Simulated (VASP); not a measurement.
A run of VASP 6.6.1 is set up as follows.

INCAR

```
SYSTEM = MoI3
  ALGO = Normal
  EDIFF = 1E-6
  ENCUT = 520
  GGA = PE
  ISIF = 2
  ISMEAR = 0
  ISPIN = 2
  LASPH = .True.
  LCHARG = .True.
  LELF = .True.
  LMAXMIX = 4
  LORBIT = 11
  LREAL = .False.
  LVHAR = .True.
  LWAVE = .False.
  MAGMOM = 4.9 -0.61 -0.61 -0.61
  NBANDS = 30
  NELM = 150
  PREC = Accurate
  SIGMA = 0.1
```

KPOINTS

```
k-points
0
Gamma
  8 8 8
  0 0 0
```

Contents of POSCAR:

```
MoI3
1.0
    5.0870307503      0.0000000000      0.0000000000
    0.0000000000      5.0870307503      0.0000000000
    0.0000000000      0.0000000000      5.0870307503
Mo I
1 3
Direct
    0.0000000000      0.0000000000      0.0000000000
    0.0000000000      0.5000000000      0.5000000000
    0.5000000000      0.0000000000      0.5000000000
    0.5000000000      0.5000000000      0.0000000000
```

Potentials or basis: VASP PAW PBE potentials, release 64 (Mo_sv, I).

Command:

```console
$ cat potpaw_PBE.64/Mo_sv/POTCAR potpaw_PBE.64/I/POTCAR > POTCAR
$ mpirun -np 1 vasp_std > vasp.out
```

**Question.** Predict the pressure.

**Answer.** -0.1 GPa.

**Question.** Estimate the net moment.

**Answer.** 3.18 μB per cell.

**Question.** What does it give for the site moments?

**Answer.** Mo +3.60; I -0.28 μB.
